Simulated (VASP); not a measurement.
TiCo3, 4 atoms in the cell. It takes space group Pm-3m (No. 221, cubic). Conventional cell: a = 3.259 Å, b = 3.259 Å, c = 3.259 Å, α = 90.00°, β = 90.00°, γ = 90.00°. Ti (site symmetry m-3m) has 12 Co at 2.30 Å within 3.0 Å. Within 3.0 Å of Co (site symmetry 4/mmm) lie 4 Ti at 2.30 Å and 8 Co at 2.30 Å. 

| Property | Result |
| --- | --- |
| Program | VASP 6.6.1 |
| Task | single point |
| Functional | PBEsol |
| Potentials or basis | VASP PAW PBE potentials, release 64 (Ti_sv, Co) |
| Cutoff | 520 eV |
| k mesh | 10 × 10 × 10 |
| Occupations | fermi-dirac, width 0.05 eV |
| Spin | collinear spin, ferromagnetic start |
| Starting moments | [0.0, 2.0, 2.0, 2.0] μB |
| Dipole correction | no |
| Further INCAR settings | ALGO = Normal; EDIFF = 1e-06; NBANDS = 32 |

Potentials or basis: VASP PAW PBE potentials, release 64 (Ti_sv, Co).

Run with:

```console
$ cat potpaw_PBE.64/Ti_sv/POTCAR potpaw_PBE.64/Co/POTCAR > POTCAR
$ mpirun -np 1 vasp_std > vasp.out
```

Hardware: 1 thread of Intel Xeon 8259CL, on a shared host.

Question: How long does it take, and how much memory?

Answer: It took 2.1 min on 1 thread of Intel Xeon 8259CL, on a shared host, peak memory 0.22 GiB. Counts: scf iterations 17, k points 56.
